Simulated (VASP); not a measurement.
Input of a VASP 6.6.1 run:

The input INCAR:

```
PREC = Accurate ; ENCUT = 520
EDIFF = 1E-7 ; ISMEAR = 0
SIGMA = 0.01 ; LREAL = False
LASPH = True ; NELM = 100
ALGO = Normal ; ISIF = 2
LWAVE = False ; LCHARG = False
GGA = PE ; IBRION = 2
NSW = 50 ; EDIFFG = -0.01
```

KPOINTS

```
Automatic mesh
0
Gamma
  8 8 8
```

Contents of POSCAR:

```
FeSi
1.0
    4.4920068611      0.0000000000      0.0000000000
    0.0000000000      4.4920068611      0.0000000000
    0.0000000000      0.0000000000      4.4920068611
Fe Si
4 4
Direct
    0.1359926172      0.1359926172      0.1359926172
    0.3640073828      0.8640073828      0.6359926172
    0.6359926172      0.3640073828      0.8640073828
    0.8640073828      0.6359926172      0.3640073828
    0.8407116672      0.8407116672      0.8407116672
    0.6592883328      0.1592883328      0.3407116672
    0.3407116672      0.6592883328      0.1592883328
    0.1592883328      0.3407116672      0.6592883328
```

Potentials or basis: VASP PAW PBE potentials, release 64 (Fe, Si).

Command:

```bash
$ cat potpaw_PBE.64/Fe/POTCAR potpaw_PBE.64/Si/POTCAR > POTCAR
$ mpirun -np 1 vasp_std > vasp.out
```

Question: Predict the band gap on the k mesh.

Answer: 0.16 eV (least direct gap 0.17 eV).

Question: Estimate the energy gained by relaxing.

Answer: 0.2 meV/atom.

Forces on the atoms (eV/Å):
```
Fe  -0.005 -0.005 -0.005
Fe   0.005  0.005 -0.005
Fe  -0.005  0.005  0.005
Fe   0.005 -0.005  0.005
Si   0.004  0.004  0.004
Si  -0.004 -0.004  0.004
Si   0.004 -0.004 -0.004
Si  -0.004  0.004 -0.004
```

A k mesh can miss the band edges. Spin polarisation is off, so any magnetic state and its effect on volume and gap are missing.
